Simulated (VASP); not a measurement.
# TiTe2 (P-3m1) in VASP: notebook

The runs below take TiTe2 through single point, with PBE+D3(BJ).

Everything below comes from runs of VASP 6.6.1. Logs are shortened: lines on timing, memory, paths and dates and some standing lists are left out, and cuts for length are marked.

## Step 1: The cell of the first run

Symmetry: P-3m1, No. 164, trigonal system. Conventional cell: a = 3.627 Å, b = 3.627 Å, c = 6.230 Å, α = 90.00°, β = 90.00°, γ = 120.00°. Ti (site symmetry -3m) has 6 Te at 2.72 Å and 6 Ti at 3.63 Å within 3.7 Å. Te (site symmetry 3m) has 3 Ti at 2.72 Å and 9 Te at 3.46 to 3.63 Å within 3.7 Å.

## Step 2: Single point, PBE+D3(BJ) (23.66 Å³/atom)

INCAR reads:

```
PREC = Accurate
ENCUT = 520
EDIFF = 1E-6
ISMEAR = 0
SIGMA = 0.1
LREAL = F
LASPH = T
NELM = 100
ALGO = Normal
ISIF = 2
LWAVE = F
LCHARG = F
GGA = PE
IVDW = 12
NBANDS = 19
```

KPOINTS reads:

```
regular mesh
0
Gamma
  12 12 8
```

POSCAR reads:

```
TiTe2
1.0
    3.6274533357      0.0000000000      0.0000000000
   -1.8137266679      3.1414667398      0.0000000000
    0.0000000000      0.0000000000      6.2298268578
Ti Te
1 2
Direct
    0.0000000000      0.0000000000      0.0000000000
    0.6666666667      0.3333333333      0.2787908465
    0.3333333333      0.6666666667      0.7212091535
```

Potentials or basis: VASP PAW PBE potentials, release 64 (Ti_sv, Te).

On the command line:

```bash
$ cat potpaw_PBE.64/Ti_sv/POTCAR potpaw_PBE.64/Te/POTCAR > POTCAR
$ mpirun -np 1 vasp_std > vasp.out
```

OUTCAR:

```text
PREC = Accurate
   ENCUT = 520
   EDIFF = 1E-6
   ISMEAR = 0
   LREAL = F
   LASPH = T
   NELM = 100
   ISIF = 2
   GGA = PE
   IVDW = 12
 IVDW          = 12

 ion  position               nearest neighbor table
   1  0.000  0.000  0.000-   2 2.72   3 2.72   2 2.72   3 2.72   2 2.72   3 2.72
   2  0.667  0.333  0.279-   1 2.72   1 2.72   1 2.72   3 3.46   3 3.46   3 3.46
   3  0.333  0.667  0.721-   1 2.72   1 2.72   1 2.72   2 3.46   2 3.46   2 3.46

  LATTYP: Found a hexagonal cell.
 ALAT       =     3.6274533357
 C/A-ratio  =     1.7174106132

  Lattice vectors:

 A1 = (   3.6274533357,   0.0000000000,   0.0000000000)
 A2 = (  -1.8137266679,   3.1414667398,   0.0000000000)
 A3 = (   0.0000000000,   0.0000000000,   6.2298268578)

Analysis of symmetry for initial positions (statically):
=====================================================================
 Subroutine PRICEL returns:
 Original cell was already a primitive cell.

 Routine SETGRP: Setting up the symmetry group for a
 hexagonal supercell.

 Subroutine GETGRP returns: Found 12 space group operations
 (whereof 12 operations were pure point group operations)
 out of a pool of 24 trial point group operations.

The static configuration has the point symmetry D_3d.

Analysis of symmetry for dynamics (positions and initial velocities):
=====================================================================
 Subroutine PRICEL returns:
 Original cell was already a primitive cell.

 Routine SETGRP: Setting up the symmetry group for a
 hexagonal supercell.

 Subroutine GETGRP returns: Found 12 space group operations
 (whereof 12 operations were pure point group operations)
 out of a pool of 24 trial point group operations.

The dynamic configuration has the point symmetry D_3d.

 Subroutine INISYM returns: Found 12 space group operations
 (whereof 12 operations are pure point group operations),
 and found     1 'primitive' translations

----------------------------------------------------------------------------------------

                                     Primitive cell

  volume of cell :      70.9921

  direct lattice vectors                    reciprocal lattice vectors
     3.627453336  0.000000000  0.000000000     0.275675497  0.159161322  0.000000000
    -1.813726668  3.141466740  0.000000000     0.000000000  0.318322644  0.000000000
     0.000000000  0.000000000  6.229826858     0.000000000  0.000000000  0.160518105

  length of vectors
     3.627453336  3.627453336  6.229826858     0.318322644  0.318322644  0.160518105
[... 83 lines left out ...]
   EDIFF  = 0.1E-05   stopping-criterion for ELM
   LREAL  =      F    real-space projection
   EDIFFG = 0.1E-04   stopping-criterion for IOM
   NSW    =      0    number of steps for IOM
   IBRION =     -1    ionic relax: 0-MD 1-quasi-New 2-CG
   NFREE  =      0    steps in history (QN), initial steepest desc. (CG)
   ISIF   =      2    stress and relaxation
   ISYM   =      2    0-nonsym 1-usesym 2-fastsym
   POTIM  = 0.5000    time-step for ionic-motion
   TEBEG  =    0.0;   TEEND  =   0.0 temperature during run
   PSTRESS=    0.0 pullay stress
   NELECT =      24.0000    total number of electrons
   NUPDOWN=      -1.0000    fix difference up-down
   EMIN   =  10.00;   EMAX   =-10.00  energy-range for DOS
   EFERMI =   0.00;   METHOD = LEGACY
   ISMEAR =     0;   SIGMA  =   0.10  broadening in eV -4-tet -1-fermi 0-gaus
   EFERMI_NEDOS =   21; number of points for ismear=-14 and -15
   IALGO  =     38    algorithm
   IMIX   =      4    mixing-type and parameters
     AMIX     =   0.40;   BMIX     =  1.00
     AMIX_MAG =   1.60;   BMIX_MAG =  1.00
  volume/ion in A,a.u.               =      23.66       159.69
  Fermi-wavevector in a.u.,A,eV,Ry     =   1.140447  2.155133 17.696004  1.300620
  Thomas-Fermi vector in A             =   2.277149
   LORBIT       =      0    0 simple, 1 ext, 2 COOP (PROOUT), +10 PAW based schemes
   GGA     = PE    functional components
   LHFCALC =     F    Hartree Fock is set to
   AEXX    =    0.0000 exact exchange contribution
   IVDW    =    12    specifies the selected vdW correction
   LEPSILON=     F    determine dielectric tensor
   LRPA    =     F    only Hartree local field effects (RPA)
 non-spin polarized calculation
 Gauss-broadening in eV      SIGMA  =   0.10
  energy-cutoff  :      520.00
  volume of cell :       70.99
 maximum number of plane-waves:      1931
 NGX is ok and might be reduce to    28
   NGX = 13   NGY = 13   NGZ = 23

 number of electron      24.0000000 magnetization

 Free energy of the ion-electron system (eV)
  ---------------------------------------------------
  ext. energy  EPLUGINS =         0.00000000
  ---------------------------------------------------
  free energy    TOTEN  =       -16.00825318 eV

  energy without entropy =      -16.00247097  energy(sigma->0) =      -16.00536207

 E-fermi :   8.4313     XC(G=0): -10.4859

 val. band max:        8.4201427793   @ k =   0.0000   0.4167   0.2500
 cond. band min:       8.4450082848   @ k =   0.3333  -0.0000   0.5000
 fundamental gap:      0.0248655056
 Fermi energy:         8.4312858636

 k-point     1 :       0.0000    0.0000    0.0000
  band No.  band energies     occupation
      1     -48.8144      2.00000
      2     -25.0865      2.00000
      3     -25.0865      2.00000
      4     -25.0643      2.00000
      5      -4.7664      2.00000
      6      -2.7644      2.00000
[... 505 lines left out ...]
      6      -2.6849      2.00000
[... 11 lines left out ...]
     18      14.8692      0.00000
     19      15.9023      0.00000

 [... further k-points ...]

------------------------ aborting loop because EDIFF is reached ----------------------------------------

 Edisp (eV)   -1.66906

 E8    (eV) :    -0.7723

  FORCE on cell =-STRESS in cart. coord.  units (eV):
  Direction    XX          YY          ZZ          XY          YZ          ZX
  --------------------------------------------------------------------------------------
  -------------------------------------------------------------------------------------
  Total       1.36170     1.36170     1.33943    -0.00000     0.00000     0.00000
  in kB      30.73141    30.73141    30.22873    -0.00000     0.00000     0.00000
  external pressure =       30.56 kB  Pullay stress =        0.00 kB

 VOLUME and BASIS-vectors are now :
 -----------------------------------------------------------------------------
  energy-cutoff  :      520.00
  volume of cell :       70.99
      direct lattice vectors                 reciprocal lattice vectors
     3.627453336  0.000000000  0.000000000     0.275675497  0.159161322  0.000000000
    -1.813726668  3.141466740  0.000000000     0.000000000  0.318322644  0.000000000
     0.000000000  0.000000000  6.229826858     0.000000000  0.000000000  0.160518105

 POSITION                                       TOTAL-FORCE (eV/Angst)
 -----------------------------------------------------------------------------------
      0.00000      0.00000      0.00000         0.000000      0.000000      0.000000
      1.81373      1.04716      1.73682        -0.000000     -0.000000      0.006184
     -0.00000      2.09431      4.49301         0.000000      0.000000     -0.006184
 -----------------------------------------------------------------------------------
    total drift:                                0.000000      0.000000     -0.000000

  FREE ENERGIE OF THE ION-ELECTRON SYSTEM (eV)
  ---------------------------------------------------
  free  energy   TOTEN  =       -17.6773087414 eV

  energy  without entropy=      -17.6715265288  energy(sigma->0) =      -17.67441764
```

OSZICAR:

```text
N       E                     dE             d eps       ncg     rms          rms(c)
DAV:   1     0.181644834041E+03    0.18164E+03   -0.10918E+04  4986   0.119E+03
DAV:   2    -0.125134057611E+01   -0.18290E+03   -0.17792E+03  5165   0.307E+02
DAV:   3    -0.171400377276E+02   -0.15889E+02   -0.15416E+02  7445   0.837E+01
DAV:   4    -0.177334186630E+02   -0.59338E+00   -0.59069E+00  6488   0.149E+01
DAV:   5    -0.177528337330E+02   -0.19415E-01   -0.19409E-01  7073   0.268E+00    0.129E+01
DAV:   6    -0.176314378579E+02    0.12140E+00   -0.27340E+01  5670   0.345E+01    0.111E+01
DAV:   7    -0.161841440102E+02    0.14473E+01   -0.19251E+01  6173   0.266E+01    0.503E+00
DAV:   8    -0.160049720041E+02    0.17917E+00   -0.12200E+00  5924   0.798E+00    0.160E+00
DAV:   9    -0.160133312605E+02   -0.83593E-02   -0.66930E-02  6884   0.163E+00    0.113E+00
DAV:  10    -0.160084240212E+02    0.49072E-02   -0.57624E-02  5842   0.181E+00    0.467E-01
DAV:  11    -0.160085834737E+02   -0.15945E-03   -0.72810E-03  5847   0.654E-01    0.268E-01
DAV:  12    -0.160082753349E+02    0.30814E-03   -0.27451E-03  5949   0.360E-01    0.911E-02
DAV:  13    -0.160082539506E+02    0.21384E-04   -0.12089E-04  5777   0.940E-02    0.266E-02
DAV:  14    -0.160082531811E+02    0.76956E-06   -0.79519E-06  5924   0.185E-02
   1 F= -.17677309E+02 E0= -.17674418E+02  d E =-.578221E-02
```

stdout:

```text
POSCAR found type information on POSCAR TiTe
 POSCAR found :  2 types and       3 ions
 scaLAPACK will be used
 LDA part: xc-table for (Slater+PW92), standard interpolation
 POSCAR, INCAR and KPOINTS ok, starting setup
 FFT: planning ... GRIDC
 FFT: planning ... GRID_SOFT
 FFT: planning ... GRID
 WAVECAR not read
 entering main loop
```

Wall time 65 s (1 thread of AMD EPYC 9R45 (Zen 5), shared host); peak memory 0.29 GiB.

What came out:

```yaml
Free_energy: -17.6773 eV
Pressure: 3.1 GPa
Largest_force: 0.006 eV/Å
Band_gap_on_the_k_mesh: zero (bands 12 and 13 overlap by 0.88 eV)
Dispersion_energy_per_atom: -0.556 eV
```

Forces in eV/Å, atoms in the order of the input:
```
Ti   0.000  0.000  0.000
Te   0.000  0.000  0.006
Te   0.000  0.000 -0.006
```

Caveat: the cell stands under pressure; spin-orbit coupling is left out, which moves the levels of the heavy elements.

## Step 3: Single point, PBE+D3(BJ) (24.42 Å³/atom)

This run uses another cell than the first one, of 24.42 Å³/atom.

INCAR reads:

```
PREC = Accurate ; ENCUT = 520
EDIFF = 1E-7 ; ISMEAR = 0
SIGMA = 0.1 ; LREAL = False
LASPH = True ; NELM = 80
ALGO = Normal ; ISIF = 2
LWAVE = False ; LCHARG = False
GGA = PE ; IVDW = 12
NBANDS = 19
```

KPOINTS reads:

```
Automatic mesh
0
Gamma
  12 12 8
```

POSCAR reads:

```
TiTe2
1.0
    3.6645566050      0.0000000000      0.0000000000
   -1.8322783025      3.1735991136      0.0000000000
    0.0000000000      0.0000000000      6.2991312438
Ti Te
1 2
Direct
    0.0000000000      0.0000000000      0.0000000000
    0.6666666667      0.3333333333      0.2752256515
    0.3333333333      0.6666666667      0.7247743485
```

Potentials or basis: VASP PAW PBE potentials, release 64 (Ti_sv, Te).

On the command line:

```bash
$ cat potpaw_PBE.64/Ti_sv/POTCAR potpaw_PBE.64/Te/POTCAR > POTCAR
$ mpirun -np 1 vasp_std > vasp.out
```

OUTCAR:

```text
PREC = Accurate
   ENCUT = 520
   EDIFF = 1E-7
   ISMEAR = 0
   LREAL = False
   LASPH = True
   NELM = 80
   ISIF = 2
   GGA = PE
   IVDW = 12
 IVDW          = 12

 ion  position               nearest neighbor table
   1  0.000  0.000  0.000-   2 2.74   3 2.74   2 2.74   3 2.74   2 2.74   3 2.74
   2  0.667  0.333  0.275-   1 2.74   1 2.74   1 2.74   3 3.53   3 3.53   3 3.53
   3  0.333  0.667  0.725-   1 2.74   1 2.74   1 2.74   2 3.53   2 3.53   2 3.53

  LATTYP: Found a hexagonal cell.
 ALAT       =     3.6645566050
 C/A-ratio  =     1.7189340820

  Lattice vectors:

 A1 = (   3.6645566050,   0.0000000000,   0.0000000000)
 A2 = (  -1.8322783025,   3.1735991136,   0.0000000000)
 A3 = (   0.0000000000,   0.0000000000,   6.2991312438)

Analysis of symmetry for initial positions (statically):
=====================================================================
 Subroutine PRICEL returns:
 Original cell was already a primitive cell.

 Routine SETGRP: Setting up the symmetry group for a
 hexagonal supercell.

 Subroutine GETGRP returns: Found 12 space group operations
 (whereof 12 operations were pure point group operations)
 out of a pool of 24 trial point group operations.

[... 165 lines left out ...]

 val. band max:        8.0043446386   @ k =   0.0000   0.4167   0.2500
 cond. band min:       8.0069699426   @ k =   0.0000   0.4167   0.1250
 fundamental gap:      0.0026253039
 Fermi energy:         8.0062057395

 k-point     1 :       0.0000    0.0000    0.0000
  band No.  band energies     occupation
      1     -49.3091      2.00000
      2     -25.5779      2.00000
      3     -25.5779      2.00000
      4     -25.5472      2.00000
      5      -4.9669      2.00000
      6      -3.1163      2.00000
[... 505 lines left out ...]
      6      -3.0369      2.00000
[... 11 lines left out ...]
     18      14.4201      0.00000
     19      15.3110      0.00000

 [... further k-points ...]

------------------------ aborting loop because EDIFF is reached ----------------------------------------

 Edisp (eV)   -1.61709

 E8    (eV) :    -0.7487

  FORCE on cell =-STRESS in cart. coord.  units (eV):
  Direction    XX          YY          ZZ          XY          YZ          ZX
  --------------------------------------------------------------------------------------
  -------------------------------------------------------------------------------------
  Total       0.62124     0.62124     0.62886     0.00000     0.00000     0.00000
  in kB      13.58680    13.58680    13.75331     0.00000     0.00000     0.00000
  external pressure =       13.64 kB  Pullay stress =        0.00 kB

 VOLUME and BASIS-vectors are now :
 -----------------------------------------------------------------------------
  energy-cutoff  :      520.00
  volume of cell :       73.26
      direct lattice vectors                 reciprocal lattice vectors
     3.664556605  0.000000000  0.000000000     0.272884310  0.157549830  0.000000000
    -1.832278303  3.173599114  0.000000000     0.000000000  0.315099659  0.000000000
     0.000000000  0.000000000  6.299131244     0.000000000  0.000000000  0.158752050

 POSITION                                       TOTAL-FORCE (eV/Angst)
 -----------------------------------------------------------------------------------
      0.00000      0.00000      0.00000        -0.000000      0.000000      0.000000
      1.83228      1.05787      1.73368         0.000000      0.000000      0.004958
     -0.00000      2.11573      4.56545        -0.000000     -0.000000     -0.004958
 -----------------------------------------------------------------------------------
    total drift:                               -0.000000      0.000000      0.000000

  FREE ENERGIE OF THE ION-ELECTRON SYSTEM (eV)
  ---------------------------------------------------
  free  energy   TOTEN  =       -17.7084647502 eV

  energy  without entropy=      -17.7025423232  energy(sigma->0) =      -17.70550354
```

It took 80 s on 1 thread of AMD EPYC 9R45 (Zen 5), shared host; peak memory 0.29 GiB.

What came out:

* Free energy: -17.7085 eV
* Pressure: 1.4 GPa
* Largest force: 0.005 eV/Å
* Band gap on the k mesh: zero (bands 12 and 13 overlap by 0.86 eV)
* Dispersion energy per atom: -0.539 eV

Forces on the atoms (eV/Å):
```
Ti   0.000  0.000  0.000
Te   0.000  0.000  0.005
Te   0.000  0.000 -0.005
```

Caveat: spin-orbit coupling is left out, which moves the levels of the heavy elements.

(Part 1 of 2 ends here.)

The gap in the log of VASP goes by the Fermi energy; the results here count the filled bands.